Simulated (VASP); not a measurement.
# SrTiO3 (I4/mcm) in VASP: single point with PBE

Aim: the single point of SrTiO3 with PBE.

Everything below comes from runs of VASP 6.6.1. Logs are shortened: lines on timing, memory, paths and dates and some standing lists are left out, and cuts for length are marked.

**1. The cell of the first run**

Symmetry: I4/mcm, No. 140, tetragonal system. Conventional cell: a = 5.556 Å, b = 5.556 Å, c = 7.891 Å, α = 90.00°, β = 90.00°, γ = 90.00°. Sr (site symmetry -42m) has 12 O at 2.67 to 2.90 Å and 8 Ti at 3.41 Å within 3.5 Å. Within 2.6 Å of Ti (site symmetry 4/m) lie 6 O at 1.97 Å. O (site symmetry m2m) has 2 Ti at 1.97 Å and 4 Sr at 2.67 to 2.90 Å and 8 O at 2.79 Å within 3.0 Å. Within 2.6 Å of O (site symmetry 422) lie 2 Ti at 1.97 Å.

**2. Single point, PBE**

INCAR

```
ALGO = Normal ; EDIFF = 1E-7
ENCUT = 520 ; GGA = PE
ISIF = 2 ; ISMEAR = 0
LASPH = True ; LCHARG = True
LELF = True ; LREAL = False
LVHAR = True ; LWAVE = False
NBANDS = 51 ; NELM = 60
PREC = Accurate ; SIGMA = 0.02
```

KPOINTS

```
k-points
0
Gamma
  8 8 8
```

POSCAR

```
SrTiO3
1.0
   -2.7781915153      2.7781915153      3.9457033455
    2.7781915153     -2.7781915153      3.9457033455
    2.7781915153      2.7781915153     -3.9457033455
Sr Ti O
2 2 6
Direct
    0.7500000000      0.2500000000      0.5000000000
    0.2500000000      0.7500000000      0.5000000000
    0.0000000000      0.0000000000      0.0000000000
    0.5000000000      0.5000000000      0.0000000000
    0.7709472545      0.2709472545      0.0418945089
    0.2709472545      0.2290527455      0.5000000000
    0.7290527455      0.7709472545      0.5000000000
    0.2290527455      0.7290527455      0.9581054911
    0.7500000000      0.7500000000      0.0000000000
    0.2500000000      0.2500000000      0.0000000000
```

Potentials or basis: VASP PAW PBE potentials, release 64 (Sr_sv, Ti_sv, O).

Command:

```sh
$ cat potpaw_PBE.64/Sr_sv/POTCAR potpaw_PBE.64/Ti_sv/POTCAR potpaw_PBE.64/O/POTCAR > POTCAR
$ mpirun -np 1 vasp_std > vasp.out
```

OUTCAR:

```text
EDIFF = 1E-7
   ENCUT = 520
   GGA = PE
   ISIF = 2
   ISMEAR = 0
   LASPH = True
   LREAL = False
   NELM = 60
   PREC = Accurate

 ion  position               nearest neighbor table
   1  0.750  0.250  0.500-   8 2.67   7 2.67   6 2.67   5 2.67   9 2.78  10 2.78   9 2.78  10 2.78
                             5 2.90   8 2.90   6 2.90   7 2.90   4 3.41   3 3.41   4 3.41   3 3.41
   2  0.250  0.750  0.500-   5 2.67   6 2.67   7 2.67   8 2.67   9 2.78  10 2.78  10 2.78   9 2.78
                             8 2.90   5 2.90   7 2.90   6 2.90   4 3.41   3 3.41   4 3.41   3 3.41
   3  0.000  0.000  0.000-   5 1.97   8 1.97   6 1.97   7 1.97  10 1.97   9 1.97   1 3.41   1 3.41
                             2 3.41   2 3.41   1 3.41   2 3.41   1 3.41   2 3.41
   4  0.500  0.500  0.000-   5 1.97   8 1.97   7 1.97   6 1.97  10 1.97   9 1.97   1 3.41   1 3.41
                             2 3.41   2 3.41   2 3.41   1 3.41   2 3.41   1 3.41
   5  0.771  0.271  0.042-   3 1.97   4 1.97   2 2.67   1 2.67   1 2.90   2 2.90
   6  0.271  0.229  0.500-   4 1.97   3 1.97   1 2.67   2 2.67   2 2.90   1 2.90
   7  0.729  0.771  0.500-   3 1.97   4 1.97   1 2.67   2 2.67   2 2.90   1 2.90
   8  0.229  0.729  0.958-   3 1.97   4 1.97   1 2.67   2 2.67   2 2.90   1 2.90
   9  0.750  0.750  0.000-   3 1.97   4 1.97   1 2.78   2 2.78   1 2.78   2 2.78
  10  0.250  0.250  0.000-   3 1.97   4 1.97   1 2.78   2 2.78   2 2.78   1 2.78

  LATTYP: Found a body centered tetragonal cell.
 ALAT       =     5.5563830306
 C/A-ratio  =     1.4202416658

  Lattice vectors:

 A1 = (  -2.7781915153,   2.7781915153,   3.9457033455)
 A2 = (   2.7781915153,  -2.7781915153,   3.9457033455)
 A3 = (   2.7781915153,   2.7781915153,  -3.9457033455)

Analysis of symmetry for initial positions (statically):
=====================================================================
 Subroutine PRICEL returns:
 Original cell was already a primitive cell.

 Routine SETGRP: Setting up the symmetry group for a
 body centered tetragonal supercell.

 Subroutine GETGRP returns: Found 16 space group operations
 (whereof  8 operations were pure point group operations)
 out of a pool of 16 trial point group operations.

The static configuration has the point symmetry C_4h.
 The point group associated with its full space group is D_4h.

Analysis of symmetry for dynamics (positions and initial velocities):
=====================================================================
 Subroutine PRICEL returns:
 Original cell was already a primitive cell.

 Routine SETGRP: Setting up the symmetry group for a
 body centered tetragonal supercell.

 Subroutine GETGRP returns: Found 16 space group operations
 (whereof  8 operations were pure point group operations)
 out of a pool of 16 trial point group operations.

The dynamic configuration has the point symmetry C_4h.
 The point group associated with its full space group is D_4h.

 Subroutine INISYM returns: Found 16 space group operations
 (whereof  8 operations are pure point group operations),
 and found     1 'primitive' translations

----------------------------------------------------------------------------------------

                                     Primitive cell

  volume of cell :     121.8172

  direct lattice vectors                    reciprocal lattice vectors
    -2.778191515  2.778191515  3.945703346     0.000000000  0.179973194  0.126720120
     2.778191515 -2.778191515  3.945703346     0.179973194  0.000000000  0.126720120
     2.778191515  2.778191515 -3.945703346     0.179973194  0.179973194  0.000000000

  length of vectors
     5.568237700  5.568237700  5.568237700     0.220109834  0.220109834  0.254520532

  position of ions in fractional coordinates (direct lattice)
     0.750000000  0.250000000  0.500000000
     0.250000000  0.750000000  0.500000000
     0.000000000  0.000000000  0.000000000
     0.500000000  0.500000000  0.000000000
     0.770947255  0.270947255  0.041894509
     0.270947255  0.229052745  0.500000000
     0.729052745  0.770947255  0.500000000
     0.229052745  0.729052745  0.958105491
     0.750000000  0.750000000  0.000000000
     0.250000000  0.250000000  0.000000000

  ion indices of the primitive-cell ions
   primitive index   ion index
                 1           1
                 2           2
                 3           3
                 4           4
                 5           5
                 6           6
                 7           7
                 8           8
                 9           9
                10          10

----------------------------------------------------------------------------------------

 KPOINTS: k-points

Automatic generation of k-mesh.
 Grid dimensions read from file:
 generate k-points for:    8    8    8

 Generating k-lattice:

  Cartesian coordinates                     Fractional coordinates (reciprocal lattice)
     0.000000000  0.022496649  0.015840015     0.125000000  0.000000000 -0.000000000
     0.022496649  0.000000000  0.015840015     0.000000000  0.125000000 -0.000000000
     0.022496649  0.022496649  0.000000000     0.000000000  0.000000000  0.125000000

  Length of vectors
     0.027513729  0.027513729  0.031815066

  Shift w.r.t. Gamma in fractional coordinates (k-lattice)
     0.000000000  0.000000000  0.000000000

 Subroutine IBZKPT returns following result:
 ===========================================

 Found     59 irreducible k-points:

 Following reciprocal coordinates:
            Coordinates               Weight
  0.000000  0.000000  0.000000      1.000000
  0.125000 -0.000000  0.000000      8.000000
  0.250000 -0.000000  0.000000      8.000000
  0.375000 -0.000000  0.000000      8.000000
  0.500000 -0.000000  0.000000      4.000000
  0.125000  0.125000  0.000000      8.000000
[... 16 lines left out ...]
  0.250000  0.125000  0.125000     16.000000
  0.375000  0.125000  0.125000      8.000000
 [... further k-points ...]
   k-points           NKPTS =     59   k-points in BZ     NKDIM =     59   number of bands    NBANDS=     51
   number of dos      NEDOS =    301   number of ions     NIONS =     10
   total plane-waves  NPLWV =  74088
   dimension x,y,z NGX =    42 NGY =   42 NGZ =   42
   dimension x,y,z NGXF=    84 NGYF=   84 NGZF=   84
   ions per type =               2   2   6
   NGX,Y,Z   is equivalent  to a cutoff of  12.54, 12.54, 12.54 a.u.
   NGXF,Y,Z  is equivalent  to a cutoff of  25.08, 25.08, 25.08 a.u.
 SYSTEM =  unknown system
   PREC   = accura    normal or accurate (medium, high low for compatibility)
   ISTART =      0    job   : 0-new  1-cont  2-samecut
   ICHARG =      2    charge: 1-file 2-atom 10-const
   ISPIN  =      1    spin polarized calculation?
   LNONCOLLINEAR =      F non collinear calculations
   LSORBIT =      F    spin-orbit coupling
   LASPH  =      T    aspherical Exc in radial PAW
   ENCUT  =  520.0 eV  38.22 Ry    6.18 a.u.  10.35 10.35 10.35*2*pi/ulx,y,z
   NELM   =     60;   NELMIN=  2; NELMDL= -5     # of ELM steps
   EDIFF  = 0.1E-06   stopping-criterion for ELM
   LREAL  =      F    real-space projection
   EDIFFG = 0.1E-05   stopping-criterion for IOM
   NSW    =      0    number of steps for IOM
   IBRION =     -1    ionic relax: 0-MD 1-quasi-New 2-CG
   NFREE  =      0    steps in history (QN), initial steepest desc. (CG)
   ISIF   =      2    stress and relaxation
   ISYM   =      2    0-nonsym 1-usesym 2-fastsym
   POTIM  = 0.5000    time-step for ionic-motion
   TEBEG  =    0.0;   TEEND  =   0.0 temperature during run
   PSTRESS=    0.0 pullay stress
   NELECT =      80.0000    total number of electrons
   NUPDOWN=      -1.0000    fix difference up-down
   EMIN   =  10.00;   EMAX   =-10.00  energy-range for DOS
   EFERMI =   0.00;   METHOD = LEGACY
   ISMEAR =     0;   SIGMA  =   0.02  broadening in eV -4-tet -1-fermi 0-gaus
   EFERMI_NEDOS =   21; number of points for ismear=-14 and -15
   IALGO  =     38    algorithm
   IMIX   =      4    mixing-type and parameters
     AMIX     =   0.40;   BMIX     =  1.00
     AMIX_MAG =   1.60;   BMIX_MAG =  1.00
  volume/ion in A,a.u.               =      12.18        82.21
  Fermi-wavevector in a.u.,A,eV,Ry     =   1.422990  2.689061 27.550451  2.024901
  Thomas-Fermi vector in A             =   2.543635
   LORBIT       =      0    0 simple, 1 ext, 2 COOP (PROOUT), +10 PAW based schemes
   GGA     = PE    functional components
   LHFCALC =     F    Hartree Fock is set to
   AEXX    =    0.0000 exact exchange contribution
   IVDW    =     0    specifies the selected vdW correction
   LEPSILON=     F    determine dielectric tensor
   LRPA    =     F    only Hartree local field effects (RPA)
 non-spin polarized calculation
 Gauss-broadening in eV      SIGMA  =   0.02
  energy-cutoff  :      520.00
  volume of cell :      121.82
 maximum number of plane-waves:      3297
 NGX is ok and might be reduce to    42
   NGX = 21   NGY = 21   NGZ = 21

 number of electron      80.0000024 magnetization

 Free energy of the ion-electron system (eV)
  ---------------------------------------------------
  ext. energy  EPLUGINS =         0.00000000
  ---------------------------------------------------
  free energy    TOTEN  =       -80.21378504 eV

  energy without entropy =      -80.21378504  energy(sigma->0) =      -80.21378504

 E-fermi :   4.1260     XC(G=0): -11.1522

 val. band max:        3.8942655099   @ k =  -0.1250   0.1250   0.0000
 cond. band min:       5.7854597317   @ k =   0.0000   0.0000   0.0000
 fundamental gap:      1.8911942218
 Fermi energy:         4.1260197335

 k-point     1 :       0.0000    0.0000    0.0000
  band No.  band energies     occupation
      1     -52.6267      2.00000
      2     -52.6227      2.00000
      3     -28.9131      2.00000
      4     -28.9115      2.00000
      5     -28.9115      2.00000
      6     -28.8568      2.00000
[... 43 lines left out ...]
     50       9.6118      0.00000
     51      10.0644      0.00000
[... 1240 lines left out ...]
     50      10.7707      0.00000
     51      11.4989      0.00000

 [... further k-points ...]

------------------------ aborting loop because EDIFF is reached ----------------------------------------

  FORCE on cell =-STRESS in cart. coord.  units (eV):
  Direction    XX          YY          ZZ          XY          YZ          ZX
  --------------------------------------------------------------------------------------
  -------------------------------------------------------------------------------------
  Total        0.4490976      0.4490976      0.4662619      0.0000000     -0.0000000      0.0000000
  in kB        5.9066680      5.9066680      6.1324179      0.0000000     -0.0000000      0.0000000
  external PRESSURE =       5.9819179 kB  Pullay stress =       0.0000000 kB

 VOLUME and BASIS-vectors are now :
 -----------------------------------------------------------------------------
  energy-cutoff  :      520.00
  volume of cell :      121.82
      direct lattice vectors                 reciprocal lattice vectors
    -2.778191515  2.778191515  3.945703346     0.000000000  0.179973194  0.126720120
     2.778191515 -2.778191515  3.945703346     0.179973194  0.000000000  0.126720120
     2.778191515  2.778191515 -3.945703346     0.179973194  0.179973194  0.000000000

 POSITION                                       TOTAL-FORCE (eV/Angst)
 -----------------------------------------------------------------------------------
     -0.00000      2.77819      1.97285         0.000000      0.000000      0.000000
      2.77819     -0.00000      1.97285         0.000000      0.000000      0.000000
      0.00000      0.00000      0.00000         0.000000      0.000000      0.000000
      0.00000      0.00000      3.94570         0.000000      0.000000      0.000000
     -1.27270      1.50549      3.94570         0.000236      0.000236     -0.000000
      1.27270      1.50549      0.00000        -0.000236      0.000236      0.000000
      1.50549      1.27270      3.94570         0.000236     -0.000236      0.000000
      4.05090      1.27270     -0.00000        -0.000236     -0.000236     -0.000000
      0.00000      0.00000      5.91856         0.000000      0.000000      0.000000
      0.00000      0.00000      1.97285         0.000000      0.000000      0.000000
 -----------------------------------------------------------------------------------
    total drift:                               -0.000000     -0.000000      0.000000

  FREE ENERGIE OF THE ION-ELECTRON SYSTEM (eV)
  ---------------------------------------------------
  free  energy   TOTEN  =       -80.2137850378 eV

  energy  without entropy=      -80.2137850378  energy(sigma->0) =      -80.21378504
```

Run time: 7 min. Hardware: 1 thread of Intel Xeon Platinum 8488C (Sapphire Rapids), shared host; peak memory 0.46 GiB.

Results:

- Free energy: -80.2138 eV
- Pressure: 0.6 GPa
- Band gap on the k mesh: 1.89 eV

Levels at points of the mesh, in eV from the valence-band top:
| k point | band 36 | band 37 | band 38 | band 39 | band 40 | band 41 | band 42 | band 43 | band 44 | band 45 |
| --- | --- | --- | --- | --- | --- | --- | --- | --- | --- | --- |
| (0.00, 0.00, 0.00) | -0.31 | -0.31 | -0.10 | 0.00 | 0.00 | 1.89 | 1.89 | 1.90 | 3.98 | 4.18 |
| (0.50, 0.00, 0.00) | -0.93 | -0.76 | -0.76 | -0.56 | -0.56 | 3.28 | 3.28 | 3.32 | 3.32 | 3.36 |
| (0.50, 0.50, 0.00) | -1.48 | -1.39 | -0.68 | -0.68 | -0.05 | 2.02 | 3.63 | 3.65 | 3.66 | 3.69 |
| (0.50, 0.50, 0.50) | -1.46 | -1.46 | -0.64 | -0.64 | -0.07 | 2.05 | 3.60 | 3.60 | 3.77 | 3.77 |
